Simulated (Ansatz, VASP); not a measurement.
Two plane-wave programs on Fe4Si

```
Fe Si
1.0
     0.00000    3.27966    3.27966
     3.27966    0.00000    3.27966
     3.27966    3.27966    0.00000
Fe Si
4 1
Direct
  0.87457 0.87457 0.87457
  0.87457 0.87457 0.37630
  0.87457 0.37630 0.87457
  0.37630 0.87457 0.87457
  0.25000 0.25000 0.25000
```

Alike in both runs: functional PBE; k mesh 10 × 10 × 10; occupations gaussian, width 0.1 eV; collinear spin.

Ansatz relaxed the structure, and its values are those at the end. VASP's run is a single point on that final structure, the one shown.

```csv
,VASP,Ansatz
version,VASP 6.6.1,Ansatz 0.2.0
potentials or method,"VASP PAW PBE potentials, release 64 (Fe, Si), cutoff 520 eV","scalar-relativistic, plane waves, PAW"
valence electrons in the cell,36,68
```

```csv
,VASP,Ansatz,Ansatz less VASP
gap on the k mesh at the Fermi level (eV),none,none,-
pressure (GPa),-0.2,0.0,+0.20
rms of the force components (eV/Å),0.006,0.000,-0.0056
net moment per atom (μB),1.47,1.46,-0.009
size of the moment on the site where the two differ most (μB),0.07,0.11,+0.041
```

Site moments also hang on the region over which each program counts them. A gap of «none» marks a metal or a gap that the smearing closes. VASP's potentials hold 36 valence electrons a cell and Ansatz's 68, so a difference there can come from the potentials and not from the codes.
